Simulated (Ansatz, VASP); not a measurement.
## SnTe: VASP beside Ansatz

```
CELL_PARAMETERS angstrom
0.00000 3.22808 3.22808
3.22808 0.00000 3.22808
3.22808 3.22808 0.00000
ATOMIC_POSITIONS crystal
Sn 0.00000 0.00000 0.00000
Te 0.50000 0.50000 0.50000
```

Alike in both runs: functional r2SCAN; k mesh 9 × 9 × 9; occupations fermi-dirac, width 0.1 eV; no spin polarisation.

Ansatz relaxed the structure, and its values are those at the end. VASP's run is a single point on that final structure, the one shown.

|  | VASP | Ansatz |
| --- | --- | --- |
| version | VASP 6.6.1 | Ansatz 0.2.0 |
| potentials or method | VASP PAW PBE potentials, release 64 (Sn_d, Te), cutoff 520 eV | PAW plane waves |
| valence electrons in the cell | 20 | 30 |

```csv
,VASP,Ansatz,Ansatz less VASP
pressure (GPa),-1.6,-1.6,+0.04
```

VASP's potentials were made for PBE, not for r2SCAN. With one functional, cell and mesh, what is left measures potentials, basis and numerics. VASP's potentials hold 20 valence electrons a cell and Ansatz's 30, so a difference there can come from the potentials and not from the codes. Ansatz's warnings: stress scf threshold loose.

Neither program's run includes spin-orbit coupling.
